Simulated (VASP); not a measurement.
## Se: single point with r2SCAN

Crystal: Se.

```xyz
3
Lattice="4.5057 0.0000 0.0000 -2.2528 3.9020 0.0000 0.0000 0.0000 4.9893" Properties=species:S:1:pos:R:3 pbc="T T T"
Se    0.9774    0.0000    1.6631
Se   -0.4887    0.8465    3.3262
Se    1.7641    3.0555    0.0000
```

```
Program             : VASP 6.6.1
Task                : single point
Functional          : r2SCAN
Potentials or basis : VASP PAW PBE potentials, release 64 (Se)
Cutoff              : 520 eV
k mesh              : 9 × 9 × 6
Occupations         : gaussian, width 0.02 eV
Spin                : no spin polarisation
```

```
Pressure               : 0.0 GPa
Largest force          : 0.019 eV/Å
Band gap on the k mesh : 1.33 eV, indirect (least direct gap 1.58 eV)
```

Forces on the atoms (eV/Å):
```
Se   0.019  0.000  0.000
Se  -0.010  0.017  0.000
Se  -0.010 -0.017  0.000
```

Levels at points of the mesh, in eV from the valence-band top:
```tsv
k point	band 7	band 8	band 9	band 10	band 11	band 12
(0.00, 0.00, 0.00)	-2.06	-2.06	-0.38	2.27	2.27	2.60
(0.00, 0.00, 0.50)	-1.43	-1.43	-1.06	1.57	1.66	1.66
```

Run time: 11 min on 1 thread of AMD EPYC 7R13, with other jobs on the host, peak memory 0.23 GiB.

Caveat: the PAW data sets were made with another functional, which shifts forces and pressure a little. A k mesh can miss the band edges.
